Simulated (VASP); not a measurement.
Wanted: the native input for a VASP 6.6.1 run.

| Property | Result |
| --- | --- |
| Task | single point |
| Functional | PBE |
| Potentials or basis | VASP PAW PBE potentials, release 64 (Li_sv, F) |
| Cutoff | 520 eV |
| k mesh | 10 × 10 × 10 |
| Occupations | fermi-dirac, width 0.02 eV |
| Spin | no spin polarisation |
| Dipole correction | no |
| Further INCAR settings | ALGO = Normal; EDIFF = 1e-06; NBANDS = 12 |

The structure of LiF lies in POSCAR:

```
LiF
1.0
   -0.0428922109      2.1017183363      2.1017183363
    2.1017183363     -0.0428922109      2.1017183363
    2.1017183363      2.1017183363     -0.0428922109
Li F
1 1
Direct
   -0.0020425272     -0.0020425272     -0.0020425272
    0.2520425272      0.2520425272      0.2520425272
```

This cell differs from its parent crystal: strain along [111] -3.0%.

These files were run (other wordings do the same):

INCAR

```
PREC     = Accurate       # precision mode
ENCUT    = 520            # plane-wave cutoff, eV
EDIFF    = 1E-6           # SCF threshold, eV
ISMEAR   = -1             # smearing method
SIGMA    = 0.02           # smearing width, eV
LREAL    = False          # projectors in reciprocal space
LASPH    = True           # aspherical terms in the spheres
NELM     = 100            # most SCF steps
ALGO     = Normal         # electronic algorithm
ISIF     = 2              # what is computed and relaxed
LWAVE    = False          # write WAVECAR
LCHARG   = False          # write CHGCAR
GGA      = PE             # functional
NBANDS   = 12             # bands
```

KPOINTS

```
regular mesh
0
Gamma
  10 10 10
```

Potentials or basis: VASP PAW PBE potentials, release 64 (Li_sv, F).

Launch:

```sh
$ cat potpaw_PBE.64/Li_sv/POTCAR potpaw_PBE.64/F/POTCAR > POTCAR
$ mpirun -np 1 vasp_std > vasp.out
```

It gave:

```json
{
 "Largest force": "0.012 eV/Å",
 "Band gap on the k mesh": "8.01 eV, direct"
}
```

Caveat: the cell differs from its parent crystal (strain along [111] -3.0%).

It took 46 s on 1 thread of AMD EPYC 7R13, with other jobs on the host, peak memory 0.11 GiB.
